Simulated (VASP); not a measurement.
# Pd (Pm-3m) in VASP: notebook

Pd is run at these levels: r2SCAN; tasks: relaxation of cell and atoms, single point.

All numbers are computed with VASP 6.6.1; they aren't measurements. Logs are shortened: lines on timing, memory, paths and dates and some standing lists are left out, and cuts for length are marked.

## (1) The cell of the first run

The structure is cubic, space group Pm-3m (No. 221). The conventional cell has a = 2.588 Å, b = 2.588 Å, c = 2.588 Å, α = 90.00°, β = 90.00°, γ = 90.00°. Within 3.4 Å of Pd (site symmetry m-3m) lie 6 Pd at 2.59 Å.

## (2) Relaxation of cell and atoms, r2SCAN

Contents of POSCAR:

```
Pd
1.0
    2.5877093125      0.0000000000      0.0000000000
    0.0000000000      2.5877093125      0.0000000000
    0.0000000000      0.0000000000      2.5877093125
Pd
1
Direct
    0.0000000000      0.0000000000      0.0000000000
```

Contents of INCAR.step1:

```
SYSTEM = Pd
  PREC = Accurate
  ENCUT = 600
  ISMEAR = 0
  SIGMA = 0.1
  LREAL = .FALSE.
  LASPH = .TRUE.
  NELM = 100
  GGA = PE
  ALGO = Normal
  EDIFF = 1E-4
  LWAVE = .TRUE.
  LCHARG = .FALSE.
```

Contents of INCAR.step2:

```
SYSTEM = Pd
  PREC = Accurate
  ENCUT = 600
  EDIFF = 1E-6
  ISMEAR = 0
  SIGMA = 0.1
  LREAL = .FALSE.
  LASPH = .TRUE.
  NELM = 100
  ALGO = Normal
  ISIF = 3
  LWAVE = .FALSE.
  LCHARG = .FALSE.
  METAGGA = R2SCAN
  LMIXTAU = .TRUE.
  IBRION = 2
  NSW = 100
  EDIFFG = -0.01
  ISTART = 1
```

Contents of KPOINTS:

```
regular mesh
0
G
  22 22 22
  0 0 0
```

Potentials or basis: VASP PAW PBE potentials, release 64 (Pd).

The run is started by

```bash
$ cat potpaw_PBE.64/Pd/POTCAR > POTCAR
$ cp INCAR.step1 INCAR
$ mpirun -np 1 vasp_std > vasp.out
$ cp INCAR.step2 INCAR
$ mpirun -np 1 vasp_std > vasp.out
```

OUTCAR:

```text
SYSTEM = Pd
   PREC = Accurate
   ENCUT = 600
   EDIFF = 1E-6
   ISMEAR = 0
   LREAL = .FALSE.
   LASPH = .TRUE.
   NELM = 100
   ISIF = 3
   METAGGA = R2SCAN
   IBRION = 2
   NSW = 100
   EDIFFG = -0.01
   ISTART = 1

 ion  position               nearest neighbor table
   1  0.000  0.000  0.000-

  LATTYP: Found a simple cubic cell.
 ALAT       =     2.5877093125

  Lattice vectors:

 A1 = (   2.5877093125,   0.0000000000,   0.0000000000)
 A2 = (   0.0000000000,   2.5877093125,   0.0000000000)
 A3 = (   0.0000000000,   0.0000000000,   2.5877093125)

Analysis of symmetry for initial positions (statically):
=====================================================================
 Subroutine PRICEL returns:
 Original cell was already a primitive cell.

 Routine SETGRP: Setting up the symmetry group for a
 simple cubic supercell.

 Subroutine GETGRP returns: Found 48 space group operations
 (whereof 48 operations were pure point group operations)
 out of a pool of 48 trial point group operations.

The static configuration has the point symmetry O_h .

Analysis of symmetry for dynamics (positions and initial velocities):
=====================================================================
 Subroutine PRICEL returns:
 Original cell was already a primitive cell.

 Routine SETGRP: Setting up the symmetry group for a
 simple cubic supercell.

 Subroutine GETGRP returns: Found 48 space group operations
 (whereof 48 operations were pure point group operations)
 out of a pool of 48 trial point group operations.

The dynamic configuration has the point symmetry O_h .

 Subroutine INISYM returns: Found 48 space group operations
 (whereof 48 operations are pure point group operations),
 and found     1 'primitive' translations

----------------------------------------------------------------------------------------

                                     Primitive cell

  volume of cell :      17.3279

  direct lattice vectors                    reciprocal lattice vectors
     2.587709312  0.000000000  0.000000000     0.386442169  0.000000000  0.000000000
     0.000000000  2.587709312  0.000000000     0.000000000  0.386442169  0.000000000
     0.000000000  0.000000000  2.587709312     0.000000000  0.000000000  0.386442169

  length of vectors
     2.587709312  2.587709312  2.587709312     0.386442169  0.386442169  0.386442169

  position of ions in fractional coordinates (direct lattice)
     0.000000000  0.000000000  0.000000000

  ion indices of the primitive-cell ions
   primitive index   ion index
                 1           1

----------------------------------------------------------------------------------------

 KPOINTS: regular mesh

Automatic generation of k-mesh.
 Grid dimensions read from file:
 generate k-points for:   22   22   22

 Generating k-lattice:

  Cartesian coordinates                     Fractional coordinates (reciprocal lattice)
     0.017565553  0.000000000  0.000000000     0.045454545  0.000000000  0.000000000
     0.000000000  0.017565553  0.000000000     0.000000000  0.045454545  0.000000000
     0.000000000  0.000000000  0.017565553     0.000000000  0.000000000  0.045454545

  Length of vectors
     0.017565553  0.017565553  0.017565553

  Shift w.r.t. Gamma in fractional coordinates (k-lattice)
     0.000000000  0.000000000  0.000000000

 Subroutine IBZKPT returns following result:
 ===========================================

 Found    364 irreducible k-points:

 Following reciprocal coordinates:
            Coordinates               Weight
  0.000000  0.000000  0.000000      1.000000
  0.045455  0.000000  0.000000      6.000000
  0.090909  0.000000  0.000000      6.000000
  0.136364  0.000000  0.000000      6.000000
  0.181818  0.000000  0.000000      6.000000
  0.227273  0.000000  0.000000      6.000000
[... 16 lines left out ...]
  0.500000  0.045455  0.000000     12.000000
  0.090909  0.090909  0.000000     12.000000
 [... further k-points ...]
   k-points           NKPTS =    364   k-points in BZ     NKDIM =    364   number of bands    NBANDS=      9
   number of dos      NEDOS =    301   number of ions     NIONS =      1
   total plane-waves  NPLWV =  13824
   dimension x,y,z NGX =    24 NGY =   24 NGZ =   24
   dimension x,y,z NGXF=    48 NGYF=   48 NGZF=   48
   ions per type =               1
   NGX,Y,Z   is equivalent  to a cutoff of  15.42, 15.42, 15.42 a.u.
   NGXF,Y,Z  is equivalent  to a cutoff of  30.84, 30.84, 30.84 a.u.
 SYSTEM =  Pd
   PREC   = accura    normal or accurate (medium, high low for compatibility)
   ISTART =      1    job   : 0-new  1-cont  2-samecut
   ICHARG =      0    charge: 1-file 2-atom 10-const
   ISPIN  =      1    spin polarized calculation?
   LNONCOLLINEAR =      F non collinear calculations
   LSORBIT =      F    spin-orbit coupling
   LASPH  =      T    aspherical Exc in radial PAW
   ENCUT  =  600.0 eV  44.10 Ry    6.64 a.u.   5.17  5.17  5.17*2*pi/ulx,y,z
   NELM   =    100;   NELMIN=  2; NELMDL=  0     # of ELM steps
   EDIFF  = 0.1E-05   stopping-criterion for ELM
   LREAL  =      F    real-space projection
   EDIFFG = -.1E-01   stopping-criterion for IOM
   NSW    =    100    number of steps for IOM
   IBRION =      2    ionic relax: 0-MD 1-quasi-New 2-CG
   NFREE  =      1    steps in history (QN), initial steepest desc. (CG)
   ISIF   =      3    stress and relaxation
   ISYM   =      2    0-nonsym 1-usesym 2-fastsym
   POTIM  = 0.5000    time-step for ionic-motion
   TEBEG  =    0.0;   TEEND  =   0.0 temperature during run
   PSTRESS=    0.0 pullay stress
   NELECT =      10.0000    total number of electrons
   NUPDOWN=      -1.0000    fix difference up-down
   EMIN   =  10.00;   EMAX   =-10.00  energy-range for DOS
   EFERMI =   0.00;   METHOD = LEGACY
   ISMEAR =     0;   SIGMA  =   0.10  broadening in eV -4-tet -1-fermi 0-gaus
   EFERMI_NEDOS =   21; number of points for ismear=-14 and -15
   IALGO  =     38    algorithm
   IMIX   =      4    mixing-type and parameters
     AMIX     =   0.40;   BMIX     =  1.00
     AMIX_MAG =   1.60;   BMIX_MAG =  1.00
  volume/ion in A,a.u.               =      17.33       116.93
  Fermi-wavevector in a.u.,A,eV,Ry     =   1.362990  2.575678 25.276112  1.857742
  Thomas-Fermi vector in A             =   2.489432
   LORBIT       =      0    0 simple, 1 ext, 2 COOP (PROOUT), +10 PAW based schemes
   METAGGA = R2SCAN    functional components
   LHFCALC =     F    Hartree Fock is set to
   AEXX    =    0.0000 exact exchange contribution
   IVDW    =     0    specifies the selected vdW correction
   LEPSILON=     F    determine dielectric tensor
   LRPA    =     F    only Hartree local field effects (RPA)
 conjugate gradient relaxation of ions
 non-spin polarized calculation
 Gauss-broadening in eV      SIGMA  =   0.10
  energy-cutoff  :      600.00
  volume of cell :       17.33
 maximum number of plane-waves:       597
 NGX is ok and might be reduce to    24
   NGX = 11   NGY = 11   NGZ = 11

--------------------------------------- Ionic step        1  -------------------------------------------

 number of electron       9.9999999 magnetization

 Free energy of the ion-electron system (eV)
  ---------------------------------------------------
  ext. energy  EPLUGINS =         0.00000000
  ---------------------------------------------------
  free energy    TOTEN  =       -22.46250273 eV

  energy without entropy =      -22.45603489  energy(sigma->0) =      -22.45926881

------------------------ aborting loop because EDIFF is reached ----------------------------------------

  FORCE on cell =-STRESS in cart. coord.  units (eV):
  Direction    XX          YY          ZZ          XY          YZ          ZX
  --------------------------------------------------------------------------------------
  -------------------------------------------------------------------------------------
  Total        0.0486264      0.0486264      0.0486264      0.0000000     -0.0000000     -0.0000000
  in kB        4.4961058      4.4961058      4.4961058      0.0000000     -0.0000000     -0.0000000
  external PRESSURE =       4.4961058 kB  Pullay stress =       0.0000000 kB
[... 55 lines left out ...]
  energy  without entropy=      -22.4559491431  energy(sigma->0) =      -22.45920721

--------------------------------------- Ionic step        3  -------------------------------------------

 number of electron       9.9999999 magnetization

 Free energy of the ion-electron system (eV)
  ---------------------------------------------------
  ext. energy  EPLUGINS =         0.00000000
  ---------------------------------------------------
  free energy    TOTEN  =       -22.46257654 eV

  energy without entropy =      -22.45608707  energy(sigma->0) =      -22.45933180

 E-fermi :   7.3972     XC(G=0): -12.7667

 val. band max:        7.3940132465   @ k =   0.3182   0.0455   0.0455
 cond. band min:       7.4004210150   @ k =   0.1818   0.0000   0.0000
 fundamental gap:      0.0064077685
 Fermi energy:         7.3972174140

 k-point     1 :       0.0000    0.0000    0.0000
  band No.  band energies     occupation
      1       1.3331      2.00000
      2       2.6469      2.00000
      3       2.6469      2.00000
      4       7.3559      1.44135
      5       7.3559      1.44135
      6       7.3559      1.44135
      7      24.7449      0.00000
      8      24.7449      0.00000
      9      24.7449      0.00000
[... 265 lines left out ...]
 k-point    24 :       0.0909    0.0909    0.0000
  band No.  band energies     occupation
      1       1.7718      2.00000
      2       2.8024      2.00000
      3       2.9347      2.00000
      4       7.0559      2.00000
      5       7.1980      1.99516
      6       7.2420      1.97180
      7      23.3745      0.00000
      8      23.4651      0.00000
      9      25.4816      0.00000

 [... further k-points ...]

------------------------ aborting loop because EDIFF is reached ----------------------------------------

  FORCE on cell =-STRESS in cart. coord.  units (eV):
  Direction    XX          YY          ZZ          XY          YZ          ZX
  --------------------------------------------------------------------------------------
  -------------------------------------------------------------------------------------
  Total        0.0018708      0.0018708      0.0018708     -0.0000000     -0.0000000      0.0000000
  in kB        0.1724363      0.1724363      0.1724363     -0.0000000     -0.0000000      0.0000000
  external PRESSURE =       0.1724363 kB  Pullay stress =       0.0000000 kB
[... 16 lines left out ...]
  FREE ENERGIE OF THE ION-ELECTRON SYSTEM (eV)
  ---------------------------------------------------
  free  energy   TOTEN  =       -22.4625765371 eV

  energy  without entropy=      -22.4560870684  energy(sigma->0) =      -22.45933180

 reached required accuracy - stopping structural energy minimisation
```

Run time: 3.4 min. Hardware: 1 thread of Intel Xeon Platinum 8488C (Sapphire Rapids), shared host; peak memory 0.22 GiB.

Results:

| Item | Value |
| --- | --- |
| Free energy | -22.4626 eV |
| Relaxed volume | 17.38 Å³/atom |
| Relaxed cell | a = 2.590 Å, b = 2.590 Å, c = 2.590 Å, α = 90.00°, β = 90.00°, γ = 90.00° |
| Space group after relaxing (to 0.05 Å) | Pm-3m (No. 221) |
| Energy gained by relaxing | 0.1 meV/atom |
| Ionic steps | 3 |
| Pressure after relaxing | 0.0 GPa |
| Band gap on the k mesh | zero (band 5 reaches 8.77 eV, above the bottom of band 6 at 6.71 eV) |

Final structure:
```
CELL_PARAMETERS angstrom
2.59042 0.00000 0.00000
0.00000 2.59042 0.00000
0.00000 0.00000 2.59042
ATOMIC_POSITIONS crystal
Pd 0.00000 0.00000 0.00000
```

Caveat: the PAW data sets were made with another functional, which shifts forces and pressure a little.

(Continued in part 2 of 2.)
